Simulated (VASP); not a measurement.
Here is a VASP 6.6.1 calculation.

Contents of INCAR:

```
PREC = Accurate ; ENCUT = 520
EDIFF = 1E-6 ; ISMEAR = 0
SIGMA = 0.05 ; LREAL = F
LASPH = T ; NELM = 60
ALGO = Normal ; ISIF = 2
LWAVE = F ; LCHARG = T
GGA = CA ; LELF = T
LVHAR = T ; NBANDS = 33
```

Contents of KPOINTS:

```
Automatic mesh
0
Gamma
  6 6 2
```

The input POSCAR:

```
K3I2Br
1.0
    4.9466000000      0.0000000000      0.0000000000
   -2.4733000000      4.2838812624      0.0000000000
    0.0000000000      0.0000000000     11.5680398841
K I Br
3 2 1
Direct
    0.0000000000      0.0000000000      0.5000000000
    0.3333333333      0.6666666667      0.1506191105
    0.6666666667      0.3333333333      0.8493808895
    0.3333333333      0.6666666667      0.6749123290
    0.6666666667      0.3333333333      0.3250876710
    0.0000000000      0.0000000000      0.0000000000
```

Potentials or basis: VASP PAW LDA potentials, release 64 (K_sv, I, Br).

The run is started by

```sh
$ cat potpaw_LDA.64/K_sv/POTCAR potpaw_LDA.64/I/POTCAR potpaw_LDA.64/Br/POTCAR > POTCAR
$ mpirun -np 1 vasp_std > vasp.out
```

Task: Predict the pressure.

Result: -1.3 GPa.

Task: What does it give for the band gap on the k mesh?

Result: 3.59 eV.

Task: What does it give for the largest force?

Result: 0.004 eV/Å.

Stress tensor (GPa, compression positive):
```
-1.43  0.00  0.00
 0.00 -1.43  0.00
 0.00  0.00 -1.02
```

Caveat: spin-orbit coupling is left out, which moves the levels of the heavy elements.
